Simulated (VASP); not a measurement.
# MgB2 (P1) in VASP: a series of runs

MgB2 is run at these levels: PBE; tasks: single point.

Program: VASP 6.6.1. These are calculated values, not measurements. Logs are shortened: lines on timing, memory, paths and dates and some standing lists are left out, and cuts for length are marked.

### 1 The cell of the first run

The typed cell holds 6 atoms: a = 6.170 Å, b = 3.085 Å, c = 3.523 Å, α = 90.00°, β = 90.00°, γ = 120.00°.

### 2 Single point, PBE

INCAR

```
ALGO = Normal ; EDIFF = 1E-6
ENCUT = 520 ; GGA = PE
GGA_COMPAT = False ; ISIF = 2
ISMEAR = -1 ; LASPH = True
LCHARG = True ; LELF = True
LREAL = False ; LVHAR = True
LWAVE = False ; NBANDS = 17
NELM = 120 ; PREC = Accurate
SIGMA = 0.15
```

KPOINTS

```
k-points
0
Gamma
  3 3 2
```

POSCAR

```
MgB2
1.0
    6.1700000000      0.0000000000      0.0000000000
   -1.5425000000      2.6716883700      0.0000000000
    0.0000000000      0.0000000000      3.5230000000
Mg B
2 4
Direct
    0.0094667185      0.0001676842     -0.0080885609
    0.5099098526      0.0174410311      0.0168648879
    0.1522657871      0.6571163088      0.5161348283
    0.3169470335      0.3197064484      0.5113735453
    0.6596620531      0.6618002383      0.5084493330
    0.8275589878      0.3217860323      0.4443093954
```

Potentials or basis: VASP PAW PBE potentials, release 64 (Mg, B).

Run with:

```console
$ cat potpaw_PBE.64/Mg/POTCAR potpaw_PBE.64/B/POTCAR > POTCAR
$ mpirun -np 1 vasp_std > vasp.out
```

OUTCAR:

```text
EDIFF = 1E-6
   ENCUT = 520
   GGA = PE
   ISIF = 2
   ISMEAR = -1
   LASPH = True
   LREAL = False
   NELM = 120
   PREC = Accurate

 ion  position               nearest neighbor table
   1  0.009  0.000  0.992-   4 2.36   3 2.37   6 2.41   6 2.43   3 2.43   4 2.46   3 2.50   5 2.53
                             3 2.55   5 2.61   6 2.65   6 2.66   2 3.06   2 3.06   2 3.11   2 3.11
   2  0.510  0.017  0.017-   6 2.27   5 2.44   5 2.46   5 2.49   5 2.51   4 2.54   4 2.55   4 2.56
                             4 2.58   3 2.60   3 2.60   6 2.64   1 3.06   1 3.06   1 3.11   1 3.11
   3  0.152  0.657  0.516-   6 1.75   4 1.77   4 1.78   1 2.37   1 2.43   1 2.50   1 2.55   2 2.60
                             2 2.60
   4  0.317  0.320  0.511-   3 1.77   3 1.78   5 1.83   1 2.36   1 2.46   2 2.54   2 2.55   2 2.56
                             2 2.58
   5  0.660  0.662  0.508-   6 1.78   6 1.82   4 1.83   2 2.44   2 2.46   2 2.49   2 2.51   1 2.53
                             1 2.61
   6  0.828  0.322  0.444-   3 1.75   5 1.78   5 1.82   2 2.27   1 2.41   1 2.43   2 2.64   1 2.65
                             1 2.66

  Warning from LATTYP: Monoclinic adjustment (A1->A3, A2->A1, A3->A2)!
  LATTYP: Found a simple orthorhombic cell.
 ALAT       =     3.0849999994
 B/A-ratio  =     1.1419773098
 C/A-ratio  =     1.7320508078

  Lattice vectors:

 A1 = (  -1.5425000000,   2.6716883700,   0.0000000000)
 A2 = (   0.0000000000,   0.0000000000,   3.5230000000)
 A3 = (   4.6275000000,   2.6716883700,   0.0000000000)

Analysis of symmetry for initial positions (statically):
=====================================================================
 Subroutine PRICEL returns:
 Original cell was already a primitive cell.

 Routine SETGRP: Setting up the symmetry group for a
 simple orthorhombic supercell.

 Subroutine GETGRP returns: Found  1 space group operations
 (whereof  1 operations were pure point group operations)
 out of a pool of  8 trial point group operations.

The static configuration has the point symmetry C_1 .

Analysis of symmetry for dynamics (positions and initial velocities):
=====================================================================
 Subroutine PRICEL returns:
 Original cell was already a primitive cell.

 Routine SETGRP: Setting up the symmetry group for a
 simple orthorhombic supercell.

 Subroutine GETGRP returns: Found  1 space group operations
 (whereof  1 operations were pure point group operations)
 out of a pool of  8 trial point group operations.

The dynamic configuration has the point symmetry C_1 .

 Subroutine INISYM returns: Found  1 space group operations
 (whereof  1 operations are pure point group operations),
 and found     1 'primitive' translations

----------------------------------------------------------------------------------------

                                     Primitive cell

  volume of cell :      58.0742

  direct lattice vectors                    reciprocal lattice vectors
     6.170000000  0.000000000  0.000000000     0.162074554  0.093573788  0.000000000
    -1.542500000  2.671688370  0.000000000     0.000000000  0.374295150  0.000000000
     0.000000000  0.000000000  3.523000000     0.000000000  0.000000000  0.283848992

  length of vectors
     6.170000000  3.084999999  3.523000000     0.187147575  0.374295150  0.283848992

  position of ions in fractional coordinates (direct lattice)
     0.009466719  0.000167684  0.991911439
     0.509909853  0.017441031  0.016864888
     0.152265787  0.657116309  0.516134828
     0.316947033  0.319706448  0.511373545
     0.659662053  0.661800238  0.508449333
     0.827558988  0.321786032  0.444309395

  ion indices of the primitive-cell ions
   primitive index   ion index
                 1           1
                 2           2
                 3           3
                 4           4
                 5           5
                 6           6

----------------------------------------------------------------------------------------

 KPOINTS: k-points

Automatic generation of k-mesh.
 Grid dimensions read from file:
 generate k-points for:    3    3    2

 Generating k-lattice:

  Cartesian coordinates                     Fractional coordinates (reciprocal lattice)
     0.054024851  0.031191263  0.000000000     0.333333333  0.000000000  0.000000000
     0.000000000  0.124765050  0.000000000     0.000000000  0.333333333  0.000000000
     0.000000000  0.000000000  0.141924496     0.000000000  0.000000000  0.500000000

  Length of vectors
     0.062382525  0.124765050  0.141924496

  Shift w.r.t. Gamma in fractional coordinates (k-lattice)
     0.000000000  0.000000000  0.000000000

 Subroutine IBZKPT returns following result:
 ===========================================

 Found     10 irreducible k-points:

 Following reciprocal coordinates:
            Coordinates               Weight
  0.000000  0.000000  0.000000      1.000000
  0.333333  0.000000  0.000000      2.000000
  0.000000  0.333333  0.000000      2.000000
  0.333333  0.333333  0.000000      2.000000
 -0.333333  0.333333  0.000000      2.000000
  0.000000  0.000000  0.500000      1.000000
  0.333333  0.000000  0.500000      2.000000
  0.000000  0.333333  0.500000      2.000000
  0.333333  0.333333  0.500000      2.000000
 -0.333333  0.333333  0.500000      2.000000
   k-points           NKPTS =     10   k-points in BZ     NKDIM =     10   number of bands    NBANDS=     17
   number of dos      NEDOS =    301   number of ions     NIONS =      6
   total plane-waves  NPLWV =  32256
   dimension x,y,z NGX =    48 NGY =   24 NGZ =   28
   dimension x,y,z NGXF=    96 NGYF=   48 NGZF=   56
   ions per type =               2   4
   NGX,Y,Z   is equivalent  to a cutoff of  12.93, 12.93, 13.21 a.u.
   NGXF,Y,Z  is equivalent  to a cutoff of  25.87, 25.87, 26.43 a.u.
 SYSTEM =  unknown system
   PREC   = accura    normal or accurate (medium, high low for compatibility)
   ISTART =      0    job   : 0-new  1-cont  2-samecut
   ICHARG =      2    charge: 1-file 2-atom 10-const
   ISPIN  =      1    spin polarized calculation?
   LNONCOLLINEAR =      F non collinear calculations
   LSORBIT =      F    spin-orbit coupling
   LASPH  =      T    aspherical Exc in radial PAW
   ENCUT  =  520.0 eV  38.22 Ry    6.18 a.u.  11.47  5.74  6.55*2*pi/ulx,y,z
   NELM   =    120;   NELMIN=  2; NELMDL= -5     # of ELM steps
   EDIFF  = 0.1E-05   stopping-criterion for ELM
   LREAL  =      F    real-space projection
   EDIFFG = 0.1E-04   stopping-criterion for IOM
   NSW    =      0    number of steps for IOM
   IBRION =     -1    ionic relax: 0-MD 1-quasi-New 2-CG
   NFREE  =      0    steps in history (QN), initial steepest desc. (CG)
   ISIF   =      2    stress and relaxation
   ISYM   =      2    0-nonsym 1-usesym 2-fastsym
   POTIM  = 0.5000    time-step for ionic-motion
   TEBEG  =    0.0;   TEEND  =   0.0 temperature during run
   PSTRESS=    0.0 pullay stress
   NELECT =      16.0000    total number of electrons
   NUPDOWN=      -1.0000    fix difference up-down
   EMIN   =  10.00;   EMAX   =-10.00  energy-range for DOS
   EFERMI =   0.00;   METHOD = LEGACY
   ISMEAR =    -1;   SIGMA  =   0.15  broadening in eV -4-tet -1-fermi 0-gaus
   EFERMI_NEDOS =   21; number of points for ismear=-14 and -15
   IALGO  =     38    algorithm
   IMIX   =      4    mixing-type and parameters
     AMIX     =   0.40;   BMIX     =  1.00
     AMIX_MAG =   1.60;   BMIX_MAG =  1.00
  volume/ion in A,a.u.               =       9.68        65.32
  Fermi-wavevector in a.u.,A,eV,Ry     =   1.065255  2.013040 15.439462  1.134768
  Thomas-Fermi vector in A             =   2.200801
   LORBIT       =      0    0 simple, 1 ext, 2 COOP (PROOUT), +10 PAW based schemes
   GGA     = PE    functional components
   LHFCALC =     F    Hartree Fock is set to
   AEXX    =    0.0000 exact exchange contribution
   IVDW    =     0    specifies the selected vdW correction
   LEPSILON=     F    determine dielectric tensor
   LRPA    =     F    only Hartree local field effects (RPA)
 non-spin polarized calculation
  energy-cutoff  :      520.00
  volume of cell :       58.07
 maximum number of plane-waves:      1598
 NGX is ok and might be reduce to    48
   NGX = 23   NGY = 11   NGZ = 13

 number of electron      16.0000000 magnetization

 Free energy of the ion-electron system (eV)
  ---------------------------------------------------
  ext. energy  EPLUGINS =         0.00000000
  ---------------------------------------------------
  free energy    TOTEN  =       -29.78923443 eV

  energy without entropy =      -29.70944993  energy(sigma->0) =      -29.74934218

 E-fermi :   5.4965     XC(G=0): -10.9002

 val. band max:        5.3740614630   @ k =   0.3333   0.3333   0.0000
 cond. band min:       5.6252421867   @ k =   0.0000   0.0000   0.0000
 fundamental gap:      0.2511807237
 Fermi energy:         5.4964721328

 k-point     1 :       0.0000    0.0000    0.0000
  band No.  band energies     occupation
      1      -7.1275      2.00000
      2      -3.2699      2.00000
      3      -2.4906      2.00000
      4       2.3962      2.00000
      5       3.1458      2.00000
      6       5.1406      1.82942
[... 9 lines left out ...]
     16      13.3189      0.00000
     17      15.5696      0.00000

 k-point     2 :       0.3333    0.0000    0.0000
  band No.  band energies     occupation
      1      -6.6494      2.00000
      2      -5.2199      2.00000
      3       0.2033      2.00000
      4       2.8619      2.00000
      5       3.4873      2.00000
      6       3.5822      1.99999
[... 9 lines left out ...]
     16      14.2847      0.00000
     17      14.6096      0.00000
[... 141 lines left out ...]
 k-point    10 :      -0.3333    0.3333    0.5000
  band No.  band energies     occupation
      1      -4.5334      2.00000
      2      -1.2099      2.00000
      3      -1.0345      2.00000
      4      -0.4492      2.00000
      5       0.1871      2.00000
      6       2.3362      2.00000
[... 9 lines left out ...]
     16      16.9788      0.00000
     17      17.1990      0.00000

------------------------ aborting loop because EDIFF is reached ----------------------------------------

  FORCE on cell =-STRESS in cart. coord.  units (eV):
  Direction    XX          YY          ZZ          XY          YZ          ZX
  --------------------------------------------------------------------------------------
  -------------------------------------------------------------------------------------
  Total       -0.6737457     -0.4307181      0.5576066     -0.2378711      0.1696581      0.2752316
  in kB      -18.5875868    -11.8828354     15.3834900     -6.5624895      4.6805993      7.5932079
  external PRESSURE =      -5.0289774 kB  Pullay stress =       0.0000000 kB

 VOLUME and BASIS-vectors are now :
 -----------------------------------------------------------------------------
  energy-cutoff  :      520.00
  volume of cell :       58.07
      direct lattice vectors                 reciprocal lattice vectors
     6.170000000  0.000000000  0.000000000     0.162074554  0.093573788  0.000000000
    -1.542500000  2.671688370  0.000000000     0.000000000  0.374295150  0.000000000
     0.000000000  0.000000000  3.523000000     0.000000000  0.000000000  0.283848992

 POSITION                                       TOTAL-FORCE (eV/Angst)
 -----------------------------------------------------------------------------------
      0.05815      0.00045      3.49450        -0.545954     -0.101002      0.111421
      3.11924      0.04660      0.05942        -0.537973     -0.432501     -0.546590
     -0.07412      1.75561      1.81834         0.593102      0.095294     -1.008831
      1.46242      0.85416      1.80157         0.692749      0.419307      0.100758
      3.04929      1.76812      1.79127        -0.045744     -0.150811     -1.154869
      4.60968      0.85971      1.56530        -0.156180      0.169714      2.498111
 -----------------------------------------------------------------------------------
    total drift:                                0.000128      0.000059     -0.000140

  FREE ENERGIE OF THE ION-ELECTRON SYSTEM (eV)
  ---------------------------------------------------
  free  energy   TOTEN  =       -29.7892344293 eV

  energy  without entropy=      -29.7094499288  energy(sigma->0) =      -29.74934218
```

Wall time 8.4 s (1 thread of AMD EPYC 9R45 (Zen 5), shared host); peak memory 0.15 GiB.

What came out:

```yaml
Free_energy: -29.7892 eV
Pressure: -0.5 GPa
Largest_force: 2.509 eV/Å
Band_gap_on_the_k_mesh: zero (bands 8 and 9 overlap by 3.15 eV)
```

Forces in eV/Å, atoms in the order of the input:
```
Mg  -0.546 -0.101  0.111
Mg  -0.538 -0.433 -0.547
B    0.593  0.095 -1.009
B    0.693  0.419  0.101
B   -0.046 -0.151 -1.155
B   -0.156  0.170  2.498
```

Stress tensor (GPa, compression positive):
```
-1.86 -0.66  0.76
-0.66 -1.19  0.47
 0.76  0.47  1.54
```

Levels at points of the mesh, in eV from the Fermi level:
```csv
k point,band 4,band 5,band 6,band 7,band 8,band 9,band 10,band 11,band 12,band 13
"(0.00, 0.00, 0.00)",-3.10,-2.35,-0.36,0.13,0.38,1.33,2.92,3.66,5.01,5.97
"(0.00, 0.00, 0.50)",-7.02,-3.84,-2.05,-1.63,0.49,0.74,5.47,6.25,6.49,7.45
```

Caveat: the k points lie up to 0.89 Å⁻¹ apart, too coarse for converged energies and pressures of a metal; forces of over 1 eV/Å act on the atoms, so gaps and moduli don't describe the material at rest.

### 3 Single point, PBE

INCAR

```
  ALGO = Normal
  EDIFF = 1E-6
  ENCUT = 520
  GGA = PE
  GGA_COMPAT = F
  ISIF = 2
  ISMEAR = -1
  LASPH = T
  LCHARG = F
  LREAL = F
  LWAVE = F
  NBANDS = 17
  NELM = 120
  PREC = Accurate
  SIGMA = 0.15
```

KPOINTS is that of step 2.

POSCAR

```
MgB2
1.0
    6.1700000000      0.0000000000      0.0000000000
   -1.5425000000      2.6716883700      0.0000000000
    0.0000000000      0.0000000000      3.5230000000
Mg B
2 4
Direct
    0.0107448615     -0.0009881392     -0.0111632132
    0.5104789811      0.0204267835      0.0199483395
    0.1540040774      0.6556513176      0.4993695714
    0.3209636076      0.3257999734      0.5223298325
    0.6543474183      0.6545306779      0.4833321033
    0.8229655598      0.3203128065      0.4752162929
```

Potentials or basis: VASP PAW PBE potentials, release 64 (Mg, B).

Run with:

```console
$ cat potpaw_PBE.64/Mg/POTCAR potpaw_PBE.64/B/POTCAR > POTCAR
$ mpirun -np 1 vasp_std > vasp.out
```

OUTCAR:

```text
EDIFF = 1E-6
   ENCUT = 520
   GGA = PE
   ISIF = 2
   ISMEAR = -1
   LASPH = T
   LREAL = F
   NELM = 120
   PREC = Accurate

 ion  position               nearest neighbor table
   1  0.011  0.999  0.989-   4 2.33   3 2.41   3 2.46   3 2.46   6 2.50   4 2.51   3 2.52   6 2.53
                             6 2.56   5 2.58   6 2.60   5 2.61   2 3.05   2 3.06   2 3.12   2 3.12
   2  0.510  0.020  0.020-   6 2.32   5 2.35   5 2.39   4 2.54   5 2.54   6 2.54   3 2.55   4 2.55
                             4 2.55   4 2.57   5 2.58   3 2.64   1 3.05   1 3.06   1 3.12   1 3.12
[... 401 lines left out ...]
  Total       -0.9195615     -0.5573044      0.5872788     -0.3102264      0.1285976      0.1426907
  in kB      -25.3692568    -15.3751521     16.2020985     -8.5586582      3.5478070      3.9366132
  external PRESSURE =      -8.1807701 kB  Pullay stress =       0.0000000 kB

 VOLUME and BASIS-vectors are now :
 -----------------------------------------------------------------------------
  energy-cutoff  :      520.00
  volume of cell :       58.07
      direct lattice vectors                 reciprocal lattice vectors
     6.170000000  0.000000000  0.000000000     0.162074554  0.093573788  0.000000000
    -1.542500000  2.671688370  0.000000000     0.000000000  0.374295150  0.000000000
     0.000000000  0.000000000  3.523000000     0.000000000  0.000000000  0.283848992

 POSITION                                       TOTAL-FORCE (eV/Angst)
 -----------------------------------------------------------------------------------
     -1.47468      2.66905      3.48367        -0.632173     -0.118589      0.234499
      3.11815      0.05457      0.07028        -0.490689     -0.476918     -0.707667
     -0.06114      1.75170      1.75928         0.288662      0.108444      0.186751
      1.47780      0.87044      1.84017         0.420186      0.098852     -0.934811
      3.02771      1.74870      1.70278         0.277912      0.207128      0.575481
      4.58361      0.85578      1.67419         0.136102      0.181082      0.645747
 -----------------------------------------------------------------------------------
    total drift:                                0.000167      0.000090     -0.000052

  FREE ENERGIE OF THE ION-ELECTRON SYSTEM (eV)
  ---------------------------------------------------
  free  energy   TOTEN  =       -29.9925908032 eV

  energy  without entropy=      -29.9111108331  energy(sigma->0) =      -29.95185082
```

OSZICAR:

```text
N       E                     dE             d eps       ncg     rms          rms(c)
DAV:   1     0.253730404137E+02    0.25373E+02   -0.66021E+03   348   0.802E+02
DAV:   2    -0.312093810084E+02   -0.56582E+02   -0.49792E+02   446   0.145E+02
DAV:   3    -0.334010555562E+02   -0.21917E+01   -0.21707E+01   470   0.260E+01
DAV:   4    -0.334123607188E+02   -0.11305E-01   -0.11291E-01   430   0.205E+00
DAV:   5    -0.334124368699E+02   -0.76151E-04   -0.76144E-04   445   0.177E-01    0.749E+00
DAV:   6    -0.304670034574E+02    0.29454E+01   -0.29425E+00   376   0.820E+00    0.343E+00
DAV:   7    -0.299941894734E+02    0.47281E+00   -0.13879E+00   443   0.550E+00    0.111E+00
DAV:   8    -0.299934957665E+02    0.69371E-03   -0.68561E-02   369   0.147E+00    0.120E-01
DAV:   9    -0.299925881963E+02    0.90757E-03   -0.24910E-03   437   0.254E-01    0.601E-02
DAV:  10    -0.299925919014E+02   -0.37051E-05   -0.13152E-04   448   0.665E-02    0.174E-02
DAV:  11    -0.299925907601E+02    0.11413E-05   -0.99088E-06   447   0.196E-02    0.249E-03
DAV:  12    -0.299925908032E+02   -0.43120E-07   -0.46035E-07   241   0.424E-03
   1 F= -.29992591E+02 E0= -.29951851E+02  d E =-.814800E-01
```

Wall time 7.6 s (1 thread of AMD EPYC 9R45 (Zen 5), shared host); peak memory 0.14 GiB.

What came out:

```yaml
Free_energy: -29.9926 eV
Pressure: -0.8 GPa
Largest_force: 1.030 eV/Å
Band_gap_on_the_k_mesh: zero (bands 8 and 9 overlap by 3.46 eV)
```

Forces on the atoms (eV/Å):
```
Mg  -0.632 -0.119  0.234
Mg  -0.491 -0.477 -0.708
B    0.289  0.108  0.187
B    0.420  0.099 -0.935
B    0.278  0.207  0.575
B    0.136  0.181  0.646
```

Caveat: the k points lie up to 0.89 Å⁻¹ apart, too coarse for converged energies and pressures of a metal; forces of over 1 eV/Å act on the atoms, so gaps and moduli don't describe the material at rest.
